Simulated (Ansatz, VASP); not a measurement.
**Two plane-wave programs on Y**

```
CELL_PARAMETERS angstrom
0.00000 2.55199 2.55199
2.55199 0.00000 2.55199
2.55199 2.55199 0.00000
ATOMIC_POSITIONS crystal
Y 0.00000 0.00000 0.00000
```

Alike in both runs: task relaxation of cell and atoms; functional PBE; k mesh 7 × 7 × 7; occupations fermi-dirac, width 0.05 eV; non-collinear spin, spin-orbit coupling.

```csv
,VASP,Ansatz
version,VASP 6.6.1,Ansatz 0.2.0
potentials or method,"VASP PAW PBE potentials, release 64 (Y_sv)",Ansatz PAW
plane-wave cutoff (eV),600,420
valence electrons in the cell,11,11
```

Ansatz gave:

```
net moment per atom (μB)                                     : 0.00
relaxed volume (Å³/atom)                                     : 32.40
relaxed cell length with the largest relative difference (Å) : 3.579
```

**Question.** Estimate VASP's values.

**Answer.** net moment per atom (μB): 0.00; relaxed volume (Å³/atom): 32.26; relaxed cell length with the largest relative difference (Å): 3.573.

Noted on Ansatz's run: the plane-wave basis is chosen anew once the cell has moved, so the energies of steps on either side of that aren't comparable.
